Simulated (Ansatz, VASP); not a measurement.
**Two plane-wave programs on Sc**

The input INCAR:

```
SYSTEM = Sc
PREC = Accurate
ENCUT = 520
EDIFF = 1E-6
ISMEAR = 0
SIGMA = 0.15
LREAL = .FALSE.
LASPH = .TRUE.
NELM = 80
ALGO = Fast
ISIF = 2
LWAVE = .FALSE.
LCHARG = .TRUE.
GGA = PS
LELF = .TRUE.
LVHAR = .TRUE.
NBANDS = 12
```

The input KPOINTS:

```
Automatic mesh
0
G
  18 18 18
  0 0 0
```

The input POSCAR:

```
Sc
1.0
    0.0000000000      2.2705000000      2.2137375000
    2.2705000000      0.0000000000      2.2137375000
    2.2705000000      2.2705000000      0.0000000000
Sc
1
Direct
    0.0000000000      0.0000000000      0.0000000000
```

Input for Ansatz:

```yaml
crystal:
  lattice:
    - [0.0, 2.2705, 2.2137375]
    - [2.2705, 0.0, 2.2137375]
    - [2.2705, 2.2705, 0.0]
  atoms:
    - { symbol: Sc, position: [0.0, 0.0, 0.0] }
basis:
  ecutwfc: 420
kpoints:
  mp_grid: { grid: [18, 18, 18] }
hamiltonian:
  xc: pbesol
scf:
  occupations: { method: gaussian, width: 0.15 }
output:
  forces: true
  stress: true
  eigenvalues: true
```

Change from the starting cell: strain +0.000 along x and y, -0.025 along z, atoms carried along.

Alike in both runs: task single point; functional PBEsol; k mesh 18 × 18 × 18; occupations gaussian, width 0.15 eV; no spin polarisation.

```csv
,VASP,Ansatz
version,VASP 6.6.1,Ansatz 0.2.0
potentials or method,"VASP PAW PBE potentials, release 64 (Sc_sv), cutoff 520 eV","scalar-relativistic, plane waves, PAW"
valence electrons in the cell,11,11
```

```csv
,VASP,Ansatz,Ansatz less VASP
gap on the k mesh at the Fermi level (eV),none,none,-
pressure (GPa),1.9,1.9,+0.06
"traceless stress, the component that is largest in VASP (GPa)",0.49,0.49,-0.004
```

VASP's potentials were made for PBE, not for PBEsol. A gap of «none» marks a metal or a gap that the smearing closes.
